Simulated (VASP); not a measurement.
# CaO (Fm-3m) in VASP: elastic constants with PBEsol

Aim: the elastic constants of CaO with PBEsol.

All numbers are computed with VASP 6.6.1; they aren't measurements. Logs are shortened: lines on timing, memory, paths and dates and some standing lists are left out, and cuts for length are marked.

### 1 The cell of the first run

The structure is cubic, space group Fm-3m (No. 225). The conventional cell has a = 4.767 Å, b = 4.767 Å, c = 4.767 Å, α = 90.00°, β = 90.00°, γ = 90.00°. Within 3.1 Å of Ca (site symmetry m-3m) lie 6 O at 2.38 Å. Within 3.1 Å of O (site symmetry m-3m) lie 6 Ca at 2.38 Å.

### 2 Elastic constants, PBEsol

The input, INCAR:

```
  ALGO = Normal
  EDIFF = 1E-8
  ENCUT = 600
  GGA = PS
  IBRION = 6
  ISIF = 3
  ISMEAR = 0
  LASPH = True
  LCHARG = True
  LREAL = False
  LWAVE = False
  NBANDS = 15
  NELM = 60
  NFREE = 2
  NSW = 1
  POTIM = 0.015
  PREC = Accurate
  SIGMA = 0.01
```

The input, KPOINTS:

```
k-points
0
Gamma
  8 8 8
```

The input, POSCAR:

```
CaO
1.0
    2.3835762605      2.3835762605      0.0000000000
   -2.3835762605      2.3835762605      0.0000000000
    0.0000000000      2.3835762605      2.3835762605
Ca O
1 1
Direct
    0.0000000000      0.0000000000      0.0000000000
    0.5000000000      0.5000000000      0.0000000000
```

Potentials or basis: VASP PAW PBE potentials, release 64 (Ca_sv, O).

Launch:

```console
cat potpaw_PBE.64/Ca_sv/POTCAR potpaw_PBE.64/O/POTCAR > POTCAR
mpirun -np 1 vasp_std > vasp.out
```

OUTCAR:

```text
EDIFF = 1E-8
   ENCUT = 600
   GGA = PS
   IBRION = 6
   ISIF = 3
   ISMEAR = 0
   LASPH = True
   LREAL = False
   NELM = 60
   NFREE = 2
   NSW = 1
   POTIM = 0.015
   PREC = Accurate

 ion  position               nearest neighbor table
   1  0.000  0.000  0.000-   2 2.38   2 2.38   2 2.38   2 2.38   2 2.38   2 2.38
   2  0.500  0.500  0.000-   1 2.38   1 2.38   1 2.38   1 2.38   1 2.38   1 2.38

  LATTYP: Found a face centered cubic cell.
 ALAT       =     4.7671525210

  Lattice vectors:

 A1 = (   0.0000000000,   2.3835762605,   2.3835762605)
 A2 = (   2.3835762605,   0.0000000000,   2.3835762605)
 A3 = (   2.3835762605,   2.3835762605,   0.0000000000)

Analysis of symmetry for initial positions (statically):
=====================================================================
 Subroutine PRICEL returns:
 Original cell was already a primitive cell.

 Routine SETGRP: Setting up the symmetry group for a
 face centered cubic supercell.

 Subroutine GETGRP returns: Found 48 space group operations
 (whereof 48 operations were pure point group operations)
 out of a pool of 48 trial point group operations.

The static configuration has the point symmetry O_h .

Analysis of symmetry for dynamics (positions and initial velocities):
=====================================================================
 Subroutine PRICEL returns:
 Original cell was already a primitive cell.

 Routine SETGRP: Setting up the symmetry group for a
 face centered cubic supercell.

 Subroutine GETGRP returns: Found 48 space group operations
 (whereof 48 operations were pure point group operations)
 out of a pool of 48 trial point group operations.

The dynamic configuration has the point symmetry O_h .

 Subroutine INISYM returns: Found 48 space group operations
 (whereof 48 operations are pure point group operations),
 and found     1 'primitive' translations

----------------------------------------------------------------------------------------

                                     Primitive cell

  volume of cell :      27.0843

  direct lattice vectors                    reciprocal lattice vectors
     2.383576260  2.383576260  0.000000000     0.209768829  0.209768829 -0.209768829
    -2.383576260  2.383576260  0.000000000    -0.209768829  0.209768829 -0.209768829
     0.000000000  2.383576260  2.383576260     0.000000000  0.000000000  0.419537657

  length of vectors
     3.370885875  3.370885875  3.370885875     0.363330269  0.363330269  0.419537657

  position of ions in fractional coordinates (direct lattice)
     0.000000000  0.000000000  0.000000000
     0.500000000  0.500000000  0.000000000

  ion indices of the primitive-cell ions
   primitive index   ion index
                 1           1
                 2           2

----------------------------------------------------------------------------------------

 KPOINTS: k-points

Automatic generation of k-mesh.
 Grid dimensions read from file:
 generate k-points for:    8    8    8

 Generating k-lattice:

  Cartesian coordinates                     Fractional coordinates (reciprocal lattice)
     0.026221104  0.026221104 -0.026221104     0.125000000  0.000000000  0.000000000
    -0.026221104  0.026221104 -0.026221104     0.000000000  0.125000000  0.000000000
     0.000000000  0.000000000  0.052442207     0.000000000  0.000000000  0.125000000

  Length of vectors
[... 107 lines left out ...]

  FORCE on cell =-STRESS in cart. coord.  units (eV):
  Direction    XX          YY          ZZ          XY          YZ          ZX
  --------------------------------------------------------------------------------------
  -------------------------------------------------------------------------------------
  Total        0.0963150      0.0963150      0.0963150      0.0000000      0.0000000     -0.0000000
  in kB        5.6975423      5.6975423      5.6975423      0.0000000      0.0000000     -0.0000000
  external PRESSURE =       5.6975423 kB  Pullay stress =       0.0000000 kB
[... 89 lines left out ...]
  FREE ENERGIE OF THE ION-ELECTRON SYSTEM (eV)
  ---------------------------------------------------
  free  energy   TOTEN  =       -13.4070268759 eV

  energy  without entropy=      -13.4070268759  energy(sigma->0) =      -13.40702688

[... ionic steps 4 to 14 ...]

--------------------------------------- Ionic step       15  -------------------------------------------

 number of electron      15.9999997 magnetization

------------------------ aborting loop because EDIFF is reached ----------------------------------------
[... 67 lines left out ...]
--------------------------------------- Ionic step       17  -------------------------------------------

 number of electron      15.9999998 magnetization

 Free energy of the ion-electron system (eV)
  ---------------------------------------------------
  ext. energy  EPLUGINS =         0.00000000
  ---------------------------------------------------
  free energy    TOTEN  =       -13.41285930 eV

  energy without entropy =      -13.41285930  energy(sigma->0) =      -13.41285930

 E-fermi :   2.4095     XC(G=0): -10.8587

 val. band max:        2.3333882260   @ k =   0.0000   0.0000   0.0000
 cond. band min:       5.8573286951   @ k =   0.5000   0.5000   0.0000
 fundamental gap:      3.5239404690
 Fermi energy:         2.4094611979

 k-point     1 :       0.0000    0.0000    0.0000
  band No.  band energies     occupation
      1     -34.9522      2.00000
      2     -15.7747      2.00000
      3     -15.7744      2.00000
      4     -15.7744      2.00000
      5     -13.1582      2.00000
      6       2.3334      2.00000
      7       2.3334      2.00000
      8       2.3334      2.00000
      9       7.0984      0.00000
     10       8.5855      0.00000
     11       8.5865      0.00000
     12       8.5865      0.00000
     13      10.1664      0.00000
     14      10.1681      0.00000
[... 401 lines left out ...]
      2     -16.7922      2.00000
      3     -16.0435      2.00000
      4     -15.9152      2.00000
      5     -12.1282      2.00000
      6       0.2020      2.00000
      7       1.1637      2.00000
      8       1.2286      2.00000
      9       9.1328      0.00000
     10       9.2004      0.00000
     11      11.2652      0.00000
     12      11.4683      0.00000
     13      12.7911      0.00000
     14      14.4419      0.00000
     15      16.4069      0.00000

 [... further k-points ...]
[... 5 lines left out ...]
  --------------------------------------------------------------------------------------
  -------------------------------------------------------------------------------------
  Total        0.1024534      0.0958028      0.0958028     -0.0000000      0.0000000      0.0000000
  in kB        6.0606611      5.6672432      5.6672432     -0.0000000      0.0000000      0.0000000
  external PRESSURE =       5.7983825 kB  Pullay stress =       0.0000000 kB
[... 17 lines left out ...]
  FREE ENERGIE OF THE ION-ELECTRON SYSTEM (eV)
  ---------------------------------------------------
  free  energy   TOTEN  =       -13.4128592969 eV

  energy  without entropy=      -13.4128592969  energy(sigma->0) =      -13.41285930

 INTERNAL STRAIN TENSORS FROM STRAINED CELLS
 ============================================

 INTERNAL STRAIN TENSOR FOR ION    1 for displacements in x,y,z  (eV/Angst):
          X           Y           Z          XY          YZ          ZX
  --------------------------------------------------------------------------------
  x    -0.00000    -0.00000     0.00000     0.00000    -0.00000    -0.00000
  y    -0.00000     0.00000     0.00000     0.00000    -0.00000     0.00000
  z     0.00000     0.00000     0.00000     0.00000     0.00000     0.00000

 INTERNAL STRAIN TENSORS FROM DISPLACED ATOMS
 ============================================

 INTERNAL STRAIN TENSOR FOR ION    1 for displacements in x,y,z  (eV/Angst):
          X           Y           Z          XY          YZ          ZX
  --------------------------------------------------------------------------------
  x     0.00000     0.00000     0.00000     0.00000     0.00000     0.00000
  y     0.00000     0.00000     0.00000     0.00000     0.00000     0.00000
  z     0.00000     0.00000     0.00000     0.00000     0.00000     0.00000

 INTERNAL STRAIN TENSOR FOR ION    2 for displacements in x,y,z  (eV/Angst):
          X           Y           Z          XY          YZ          ZX
  --------------------------------------------------------------------------------
  x     0.00000     0.00000     0.00000     0.00000     0.00000     0.00000
  y     0.00000     0.00000     0.00000     0.00000     0.00000     0.00000
  z     0.00000     0.00000     0.00000     0.00000     0.00000     0.00000

 Eigenvectors and eigenvalues of the dynamical matrix
 ----------------------------------------------------

   1 f  =    8.381683 THz    52.663670 2PiTHz  279.582865 cm-1    34.663842 meV
             X         Y         Z           dx          dy          dz
      0.000000  0.000000  0.000000     0.000000    0.534500    0.000000
      0.000000  2.383576  0.000000     0.000000   -0.845168    0.000000
[... 21 lines left out ...]
   6 f/i=    0.003467 THz     0.021782 2PiTHz    0.115639 cm-1     0.014337 meV
             X         Y         Z           dx          dy          dz
      0.000000  0.000000  0.000000    -0.775334   -0.336402    0.000000
      0.000000  2.383576  0.000000    -0.490336   -0.212747    0.000000

--------------------------------------------------------------------------------------------------------

 ELASTIC MODULI CONTR FROM IONIC RELAXATION (kBar)
 Direction    XX          YY          ZZ          XY          YZ          ZX
 --------------------------------------------------------------------------------
 XX           0.0000      0.0000      0.0000      0.0000      0.0000      0.0000
 YY           0.0000      0.0000      0.0000      0.0000      0.0000      0.0000
 ZZ           0.0000      0.0000      0.0000      0.0000      0.0000      0.0000
 XY           0.0000      0.0000      0.0000      0.0000      0.0000      0.0000
 YZ           0.0000      0.0000      0.0000      0.0000      0.0000      0.0000
 ZX           0.0000      0.0000      0.0000      0.0000      0.0000      0.0000
 --------------------------------------------------------------------------------

 TOTAL ELASTIC MODULI (kBar)
 Direction    XX          YY          ZZ          XY          YZ          ZX
 --------------------------------------------------------------------------------
 XX        2350.2296    585.5495    585.5495     -0.0000      0.0000     -0.0000
 YY         585.5495   2350.2296    585.5495      0.0000      0.0000     -0.0000
 ZZ         585.5495    585.5495   2350.2296      0.0000      0.0000      0.0000
 XY          -0.0000      0.0000      0.0000    767.1072      0.0000     -0.0000
 YZ           0.0000      0.0000      0.0000      0.0000    767.1072      0.0000
 ZX          -0.0000     -0.0000      0.0000     -0.0000      0.0000    767.1072
 --------------------------------------------------------------------------------
```

Run time: 7.3 min. Hardware: 1 thread of Intel Xeon 6975P-C, shared host; peak memory 0.28 GiB.

What came out:

* Elastic constants C11, C12, C44: 235, 59, 77 GPa
* Voigt bulk modulus: 117 GPa
* Highest phonon frequency at Γ, LO-TO splitting left out: 280 cm⁻¹

Phonon frequencies in cm⁻¹ (negative: imaginary):
```
              q point        frequencies
(0.000, 0.000, 0.000)  0 0 0 280 280 280
```

Elastic tensor in Voigt notation (GPa, in the Cartesian axes of the cell as first typed):
```
235  59  59   0   0   0
 59 235  59   0   0   0
 59  59 235   0   0   0
  0   0   0  77   0   0
  0   0   0   0  77   0
  0   0   0   0   0  77
```

Clamped-ion elastic tensor (GPa):
```
235  59  59   0   0   0
 59 235  59   0   0   0
 59  59 235   0   0   0
  0   0   0  77   0   0
  0   0   0   0  77   0
  0   0   0   0   0  77
```

Caveat: the PAW data sets were made with another functional, which shifts forces and pressure a little.
